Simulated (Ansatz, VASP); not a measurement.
# Ti2C: VASP beside Ansatz

File POSCAR:

```
Ti2C
1.0
    1.5406981810      0.8895225095      4.8137698526
   -1.5406981810      0.8895225095      4.8137698526
    0.0000000000     -1.7790450190      4.8137698526
Ti C
2 1
Direct
    0.2454978300      0.2454978300      0.2454978300
    0.7545021700      0.7545021700      0.7545021700
    0.5000000000      0.5000000000      0.5000000000
```

The input INCAR.step1:

```
SYSTEM = Ti2C
ALGO = Normal
EDIFF = 1E-5
ENCUT = 1430
GGA = PE
GGA_COMPAT = .FALSE.
ISMEAR = 0
LASPH = .TRUE.
LCHARG = .FALSE.
LREAL = .FALSE.
LWAVE = .TRUE.
NBANDS = 21
NELM = 120
PREC = Accurate
SIGMA = 0.1
```

Contents of INCAR.step2:

```
SYSTEM = Ti2C
ALGO = Normal
EDIFF = 1E-6
ENCUT = 1430
GGA_COMPAT = .FALSE.
ISIF = 2
ISMEAR = 0
ISTART = 1
LASPH = .TRUE.
LCHARG = .FALSE.
LMIXTAU = .TRUE.
LREAL = .FALSE.
LWAVE = .FALSE.
METAGGA = R2SCAN
NBANDS = 21
NELM = 120
PREC = Accurate
SIGMA = 0.1
```

The input KPOINTS:

```
k-points
0
G
  3 3 3
  0 0 0
```

Input for Ansatz:

```yaml
crystal:
  lattice:
    - [1.540698181, 0.8895225095, 4.8137698526]
    - [-1.540698181, 0.8895225095, 4.8137698526]
    - [0.0, -1.779045019, 4.8137698526]
  atoms:
    - { symbol: Ti, position: [0.24549783, 0.24549783, 0.24549783] }
    - { symbol: Ti, position: [0.75450217, 0.75450217, 0.75450217] }
    - { symbol: C, position: [0.5, 0.5, 0.5] }
basis:
  ecutwfc: 500
kpoints:
  mp_grid: { grid: [3, 3, 3] }
hamiltonian:
  xc: r2scan
scf:
  occupations: { method: gaussian, width: 0.1 }
output:
  forces: true
  stress: true
  eigenvalues: true
```

Alike in both runs: task single point; functional r2SCAN; k mesh 3 × 3 × 3; occupations gaussian, width 0.1 eV; no spin polarisation.

|  | VASP | Ansatz |
| --- | --- | --- |
| version | VASP 6.6.1 | Ansatz 0.2.0 |
| potentials or method | VASP PAW PBE potentials, release 64 (Ti_sv, C_h), cutoff 1430 eV | scalar-relativistic, plane waves, PAW |
| valence electrons in the cell | 28 | 28 |

|  | VASP | Ansatz | Ansatz less VASP |
| --- | --- | --- | --- |
| gap on the k mesh at the Fermi level (eV) | none | none | - |
| pressure (GPa) | -0.5 | -1.2 | -0.73 |
| traceless stress, the component that is largest in VASP (GPa) | 0.60 | 0.64 | +0.035 |
| rms of the force components (eV/Å) | 0.016 | 0.055 | +0.0381 |

VASP's potentials were made for PBE, not for r2SCAN. Atom by atom the forces differ by 0.038 eV/Å (rms over components). A gap of «none» marks a metal or a gap that the smearing closes. With one functional, cell and mesh, what is left measures potentials, basis and numerics.

The k mesh is coarse, so the values compare programs but aren't converged.
